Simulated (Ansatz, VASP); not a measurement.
## One calculation of TiSi, two programs

```xyz
2
Lattice="1.8154 -2.0775 0.0000 1.8154 2.0775 0.0000 0.0000 0.0000 3.8135" Properties=species:S:1:pos:R:3 pbc="T T T"
Ti    1.8154    0.0000    0.0000
Si    0.0000    0.0000    1.9068
```

Alike in both runs: functional r2SCAN; k mesh 16 × 16 × 12; occupations gaussian, width 0.1 eV; no spin polarisation.

Ansatz relaxed the structure, and its values are those at the end. VASP's run is a single point on that final structure, the one shown.

|  | VASP | Ansatz |
| --- | --- | --- |
| version | VASP 6.6.1 | Ansatz 0.2.0 |
| potentials or method | VASP PAW PBE potentials, release 64 (Ti_sv, Si), cutoff 520 eV | scalar-relativistic, plane waves, PAW |
| valence electrons in the cell | 16 | 16 |

```tsv
	VASP	Ansatz	Ansatz less VASP
gap on the k mesh at the Fermi level (eV)	none	none	-
pressure (GPa)	0.4	0.0	-0.43
```

VASP's potentials were made for PBE, not for r2SCAN. A gap of «none» marks a metal or a gap that the smearing closes.
